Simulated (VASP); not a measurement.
Write the native input for VASP 6.6.1 that does the following.

| Item | Value |
| --- | --- |
| Task | single point |
| Functional | PBE |
| Potentials or basis | VASP PAW PBE potentials, release 64 (Y_sv, F) |
| Cutoff | 800 eV |
| k mesh | 4 × 4 × 4 |
| Occupations | gaussian, width 0.1 eV |
| Spin | collinear spin |
| Starting moments | [0.0, 1.0, 1.0, 1.0, 1.0, 1.0, 1.0] μB |
| Dipole correction | no |
| Second try | not_converged |
| Further INCAR settings | ALGO = All; EDIFF = 1e-06; NBANDS = 40 |

The structure of YF6 lies in POSCAR:

```
YF6
1.0
    6.0593913400      0.0000000000      0.0000000000
    0.0000000000      6.0593913400      0.0000000000
    0.0000000000      0.0000000000      4.2846367000
Y F
1 6
Direct
    0.0000000000      0.0000000000      0.0000000000
    0.0000000000      0.0000000000      0.5000000000
    0.5000000000      0.5000000000      0.5000000000
    0.2500000000      0.2500000000      0.0000000000
    0.7500000000      0.7500000000      0.0000000000
    0.2500000000      0.7500000000      0.0000000000
    0.7500000000      0.2500000000      0.0000000000
```

This cell differs from its parent crystal: atoms taken out.

These files were run (other wordings do the same):

INCAR

```
PREC = Accurate
ENCUT = 800
EDIFF = 1E-6
ISMEAR = 0
SIGMA = 0.1
LREAL = F
LASPH = T
NELM = 300
ALGO = All
ISIF = 2
LWAVE = F
LCHARG = F
ISPIN = 2
MAGMOM = 0 1 1 1 1 1 1
LORBIT = 11
LMAXMIX = 4
GGA = PE
NBANDS = 40
GGA_COMPAT = F
ISEARCH = 1
KPAR = 4
```

KPOINTS

```
Automatic mesh
0
Gamma
  4 4 4
```

Potentials or basis: VASP PAW PBE potentials, release 64 (Y_sv, F).

The run is started by

```console
$ cat potpaw_PBE.64/Y_sv/POTCAR potpaw_PBE.64/F/POTCAR > POTCAR
$ mpirun -np 4 vasp_std > vasp.out
```

Results of the run:

```json
{"Pressure": "1.5 GPa", "Largest force": "0.638 eV/Å", "Band gap on the k mesh": "zero (filled and empty bands overlap)", "Net moment": "3.00 μB per cell", "Site moments": "Y -0.01; F +0.06, +0.91, +0.42 (each value once) μB", "Valence electrons inside the program's atomic spheres": "Y 9.91; F 6.12, 5.72, 5.94 (each value once)"}
```

Caveat: the k points lie up to 0.37 Å⁻¹ apart; the cell differs from its parent crystal (atoms taken out).

It took 4.9 min on 4 MPI ranks on AMD EPYC 7R13 Processor (Zen 3), on a shared host, peak memory 0.96 GiB a rank.
